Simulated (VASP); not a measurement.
# ScAl (P4/mmm) in VASP: single point with PBEsol

Aim: the single point of ScAl with PBEsol.

Program: VASP 6.6.1. These are calculated values, not measurements. Logs are shortened: lines on timing, memory, paths and dates and some standing lists are left out, and cuts for length are marked.

### 1 The cell of the first run

The structure is tetragonal, space group P4/mmm (No. 123). The conventional cell has a = 3.269 Å, b = 3.269 Å, c = 3.320 Å, α = 90.00°, β = 90.00°, γ = 90.00°. Within 3.7 Å of Sc (site symmetry 4/mmm) lie 8 Al at 2.85 Å and 6 Sc at 3.27 to 3.32 Å. Within 3.7 Å of Al (site symmetry 4/mmm) lie 8 Sc at 2.85 Å and 6 Al at 3.27 to 3.32 Å.

### 2 Single point, PBEsol (strain -0.030 along x and y, -0.015 along z)

The input, INCAR:

```
SYSTEM = ScAl
PREC = Accurate
ENCUT = 520
EDIFF = 1E-7
ISMEAR = 0
SIGMA = 0.15
LREAL = .FALSE.
LASPH = .TRUE.
NELM = 80
ALGO = Fast
ISIF = 2
LWAVE = .FALSE.
LCHARG = .FALSE.
GGA = PS
NBANDS = 14
```

The input, KPOINTS:

```
Automatic mesh
0
G
  14 14 14
  0 0 0
```

The input, POSCAR:

```
ScAl
1.0
    3.2692385009      0.0000000000      0.0000000000
    0.0000000000      3.2692385009      0.0000000000
    0.0000000000      0.0000000000      3.3197937355
Sc Al
1 1
Direct
    0.5000000000      0.5000000000      0.5000000000
    0.0000000000      0.0000000000      0.0000000000
```

Potentials or basis: VASP PAW PBE potentials, release 64 (Sc_sv, Al).

Command:

```console
$ cat potpaw_PBE.64/Sc_sv/POTCAR potpaw_PBE.64/Al/POTCAR > POTCAR
$ mpirun -np 1 vasp_std > vasp.out
```

OUTCAR:

```text
SYSTEM = ScAl
   PREC = Accurate
   ENCUT = 520
   EDIFF = 1E-7
   ISMEAR = 0
   LREAL = .FALSE.
   LASPH = .TRUE.
   NELM = 80
   ISIF = 2
   GGA = PS

 ion  position               nearest neighbor table
   1  0.500  0.500  0.500-   2 2.85   2 2.85   2 2.85   2 2.85   2 2.85   2 2.85   2 2.85   2 2.85

   2  0.000  0.000  0.000-   1 2.85   1 2.85   1 2.85   1 2.85   1 2.85   1 2.85   1 2.85   1 2.85

  LATTYP: Found a simple tetragonal cell.
 ALAT       =     3.2692385009
 C/A-ratio  =     1.0154639175

  Lattice vectors:

 A1 = (   3.2692385009,   0.0000000000,   0.0000000000)
 A2 = (   0.0000000000,   3.2692385009,   0.0000000000)
 A3 = (   0.0000000000,   0.0000000000,   3.3197937355)

Analysis of symmetry for initial positions (statically):
=====================================================================
 Subroutine PRICEL returns:
 Original cell was already a primitive cell.

 Routine SETGRP: Setting up the symmetry group for a
 simple tetragonal supercell.

 Subroutine GETGRP returns: Found 16 space group operations
 (whereof 16 operations were pure point group operations)
 out of a pool of 16 trial point group operations.

The static configuration has the point symmetry D_4h.

Analysis of symmetry for dynamics (positions and initial velocities):
=====================================================================
 Subroutine PRICEL returns:
 Original cell was already a primitive cell.

 Routine SETGRP: Setting up the symmetry group for a
 simple tetragonal supercell.

 Subroutine GETGRP returns: Found 16 space group operations
 (whereof 16 operations were pure point group operations)
 out of a pool of 16 trial point group operations.

The dynamic configuration has the point symmetry D_4h.

 Subroutine INISYM returns: Found 16 space group operations
 (whereof 16 operations are pure point group operations),
 and found     1 'primitive' translations

----------------------------------------------------------------------------------------

                                     Primitive cell

  volume of cell :      35.4817

  direct lattice vectors                    reciprocal lattice vectors
     3.269238501  0.000000000  0.000000000     0.305881630  0.000000000  0.000000000
     0.000000000  3.269238501  0.000000000     0.000000000  0.305881630  0.000000000
     0.000000000  0.000000000  3.319793735     0.000000000  0.000000000  0.301223534

  length of vectors
     3.269238501  3.269238501  3.319793735     0.305881630  0.305881630  0.301223534

  position of ions in fractional coordinates (direct lattice)
     0.500000000  0.500000000  0.500000000
     0.000000000  0.000000000  0.000000000

  ion indices of the primitive-cell ions
   primitive index   ion index
                 1           1
                 2           2

----------------------------------------------------------------------------------------

 KPOINTS: Automatic mesh

Automatic generation of k-mesh.
 Grid dimensions read from file:
 generate k-points for:   14   14   14

 Generating k-lattice:

  Cartesian coordinates                     Fractional coordinates (reciprocal lattice)
     0.021848688  0.000000000  0.000000000     0.071428571  0.000000000  0.000000000
     0.000000000  0.021848688  0.000000000     0.000000000  0.071428571  0.000000000
     0.000000000  0.000000000  0.021515967     0.000000000  0.000000000  0.071428571

  Length of vectors
     0.021848688  0.021848688  0.021515967

  Shift w.r.t. Gamma in fractional coordinates (k-lattice)
     0.000000000  0.000000000  0.000000000

 Subroutine IBZKPT returns following result:
 ===========================================

 Found    288 irreducible k-points:

 Following reciprocal coordinates:
            Coordinates               Weight
  0.000000  0.000000  0.000000      1.000000
  0.071429  0.000000  0.000000      4.000000
  0.142857  0.000000  0.000000      4.000000
  0.214286  0.000000  0.000000      4.000000
  0.285714  0.000000  0.000000      4.000000
  0.357143  0.000000  0.000000      4.000000
[... 16 lines left out ...]
  0.285714  0.214286  0.000000      8.000000
  0.357143  0.214286  0.000000      8.000000
 [... further k-points ...]
   k-points           NKPTS =    288   k-points in BZ     NKDIM =    288   number of bands    NBANDS=     14
   number of dos      NEDOS =    301   number of ions     NIONS =      2
   total plane-waves  NPLWV =  16128
   dimension x,y,z NGX =    24 NGY =   24 NGZ =   28
   dimension x,y,z NGXF=    48 NGYF=   48 NGZF=   56
   ions per type =               1   1
   NGX,Y,Z   is equivalent  to a cutoff of  12.20, 12.20, 14.02 a.u.
   NGXF,Y,Z  is equivalent  to a cutoff of  24.41, 24.41, 28.04 a.u.
 SYSTEM =  ScAl
   PREC   = accura    normal or accurate (medium, high low for compatibility)
   ISTART =      0    job   : 0-new  1-cont  2-samecut
   ICHARG =      2    charge: 1-file 2-atom 10-const
   ISPIN  =      1    spin polarized calculation?
   LNONCOLLINEAR =      F non collinear calculations
   LSORBIT =      F    spin-orbit coupling
   LASPH  =      T    aspherical Exc in radial PAW
   ENCUT  =  520.0 eV  38.22 Ry    6.18 a.u.   6.08  6.08  6.17*2*pi/ulx,y,z
   NELM   =     80;   NELMIN=  2; NELMDL= -5     # of ELM steps
   EDIFF  = 0.1E-06   stopping-criterion for ELM
   LREAL  =      F    real-space projection
   EDIFFG = 0.1E-05   stopping-criterion for IOM
   NSW    =      0    number of steps for IOM
   IBRION =     -1    ionic relax: 0-MD 1-quasi-New 2-CG
   NFREE  =      0    steps in history (QN), initial steepest desc. (CG)
   ISIF   =      2    stress and relaxation
   ISYM   =      2    0-nonsym 1-usesym 2-fastsym
   POTIM  = 0.5000    time-step for ionic-motion
   TEBEG  =    0.0;   TEEND  =   0.0 temperature during run
   PSTRESS=    0.0 pullay stress
   NELECT =      14.0000    total number of electrons
   NUPDOWN=      -1.0000    fix difference up-down
   EMIN   =  10.00;   EMAX   =-10.00  energy-range for DOS
   EFERMI =   0.00;   METHOD = LEGACY
   ISMEAR =     0;   SIGMA  =   0.15  broadening in eV -4-tet -1-fermi 0-gaus
   EFERMI_NEDOS =   21; number of points for ismear=-14 and -15
   IALGO  =     68    algorithm
   IMIX   =      4    mixing-type and parameters
     AMIX     =   0.40;   BMIX     =  1.00
     AMIX_MAG =   1.60;   BMIX_MAG =  1.00
  volume/ion in A,a.u.               =      17.74       119.72
  Fermi-wavevector in a.u.,A,eV,Ry     =   1.200741  2.269072 19.616599  1.441779
  Thomas-Fermi vector in A             =   2.336569
   LORBIT       =      0    0 simple, 1 ext, 2 COOP (PROOUT), +10 PAW based schemes
   GGA     = PS    functional components
   LHFCALC =     F    Hartree Fock is set to
   AEXX    =    0.0000 exact exchange contribution
   IVDW    =     0    specifies the selected vdW correction
   LEPSILON=     F    determine dielectric tensor
   LRPA    =     F    only Hartree local field effects (RPA)
 non-spin polarized calculation
 RMM-DIIS sequential band-by-band and
 Gauss-broadening in eV      SIGMA  =   0.15
  energy-cutoff  :      520.00
  volume of cell :       35.48
 maximum number of plane-waves:       976
   NGX = 13   NGY = 13   NGZ = 13

 number of electron      14.0000000 magnetization

 Free energy of the ion-electron system (eV)
  ---------------------------------------------------
  ext. energy  EPLUGINS =         0.00000000
  ---------------------------------------------------
  free energy    TOTEN  =       -11.59693203 eV

  energy without entropy =      -11.58903563  energy(sigma->0) =      -11.59298383

 E-fermi :   6.5789     XC(G=0): -10.7190

 val. band max:        6.5733409542   @ k =   0.3571   0.0000   0.0000
 cond. band min:       6.5952537035   @ k =   0.5000   0.3571   0.0000
 fundamental gap:      0.0219127493
 Fermi energy:         6.5789035475

 k-point     1 :       0.0000    0.0000    0.0000
  band No.  band energies     occupation
      1     -42.4269      2.00000
      2     -21.1156      2.00000
      3     -21.0940      2.00000
      4     -21.0940      2.00000
      5      -2.1728      2.00000
      6       5.7463      2.00000
      7       5.7920      2.00000
      8       9.4909      0.00000
      9       9.4909      0.00000
     10       9.5771      0.00000
     11      10.4050      0.00000
     12      10.7833      0.00000
     13      10.7833      0.00000
     14      15.6348      0.00000

 k-point     2 :       0.0714    0.0000    0.0000
  band No.  band energies     occupation
      1     -42.4258      2.00000
      2     -21.1144      2.00000
      3     -21.1068      2.00000
      4     -21.0929      2.00000
      5      -2.0934      2.00000
      6       5.7162      2.00000
      7       5.8033      2.00000
      8       9.1734      0.00000
      9       9.3138      0.00000
     10       9.5038      0.00000
     11      10.5461      0.00000
     12      10.7703      0.00000
     13      11.0943      0.00000
     14      15.4988      0.00000

 k-point     3 :       0.1429    0.0000    0.0000
  band No.  band energies     occupation
      1     -42.4227      2.00000
      2     -21.1424      2.00000
      3     -21.1112      2.00000
      4     -21.0897      2.00000
      5      -1.8580      2.00000
      6       5.4853      2.00000
      7       5.9206      2.00000
      8       8.6692      0.00000
      9       8.8457      0.00000
     10       9.5402      0.00000
     11      10.1214      0.00000
     12      11.4218      0.00000
     13      11.7097      0.00000
     14      15.0780      0.00000
[... 324 lines left out ...]
 k-point    23 :       0.2857    0.2143    0.0000
  band No.  band energies     occupation
      1     -42.4046      2.00000
      2     -21.2368      2.00000
      3     -21.1749      2.00000
      4     -21.0923      2.00000
      5      -0.3566      2.00000
      6       4.6220      2.00000
      7       5.6185      2.00000
      8       7.4702      0.00000
      9       7.9763      0.00000
     10       8.8523      0.00000
     11      10.4379      0.00000
     12      11.6603      0.00000
     13      13.9169      0.00000
     14      14.3986      0.00000

 k-point    24 :       0.3571    0.2143    0.0000
  band No.  band energies     occupation
      1     -42.4001      2.00000
      2     -21.2853      2.00000
      3     -21.1692      2.00000
      4     -21.0876      2.00000
      5       0.2117      2.00000
      6       3.7832      2.00000
      7       5.9041      2.00000
      8       7.3109      0.00000
      9       7.7626      0.00000
     10       8.8975      0.00000
     11      10.5074      0.00000
     12      12.1046      0.00000
     13      14.0232      0.00000
     14      14.4525      0.00000

 [... further k-points ...]
[... 5 lines left out ...]
  --------------------------------------------------------------------------------------
  -------------------------------------------------------------------------------------
  Total        1.1351048      1.1351048      1.0437907      0.0000000     -0.0000000      0.0000000
  in kB       51.2557065     51.2557065     47.1324150      0.0000000     -0.0000000      0.0000000
  external PRESSURE =      49.8812760 kB  Pullay stress =       0.0000000 kB

 VOLUME and BASIS-vectors are now :
 -----------------------------------------------------------------------------
  energy-cutoff  :      520.00
  volume of cell :       35.48
      direct lattice vectors                 reciprocal lattice vectors
     3.269238501  0.000000000  0.000000000     0.305881630  0.000000000  0.000000000
     0.000000000  3.269238501  0.000000000     0.000000000  0.305881630  0.000000000
     0.000000000  0.000000000  3.319793735     0.000000000  0.000000000  0.301223534

 POSITION                                       TOTAL-FORCE (eV/Angst)
 -----------------------------------------------------------------------------------
      1.63462      1.63462      1.65990         0.000000      0.000000      0.000000
      0.00000      0.00000      0.00000         0.000000      0.000000      0.000000
 -----------------------------------------------------------------------------------
    total drift:                                0.000000     -0.000000     -0.000000

  FREE ENERGIE OF THE ION-ELECTRON SYSTEM (eV)
  ---------------------------------------------------
  free  energy   TOTEN  =       -11.5969320282 eV

  energy  without entropy=      -11.5890356288  energy(sigma->0) =      -11.59298383
```

Run time: 2.1 min. Hardware: 1 thread of AMD EPYC 7R43 (Zen 3), shared host; peak memory 0.22 GiB.

Results:

```
Free energy            : -11.5969 eV
Pressure               : 5.0 GPa
Band gap on the k mesh : zero (band 7 reaches 6.88 eV, above the bottom of band 8 at 5.68 eV)
```

Stress tensor (GPa, compression positive):
```
5.13 0.00 0.00
0.00 5.13 0.00
0.00 0.00 4.71
```

Caveat: the cell differs from its parent crystal (strain -0.030 along x and y, -0.015 along z); the PAW data sets were made with another functional, which shifts forces and pressure a little.
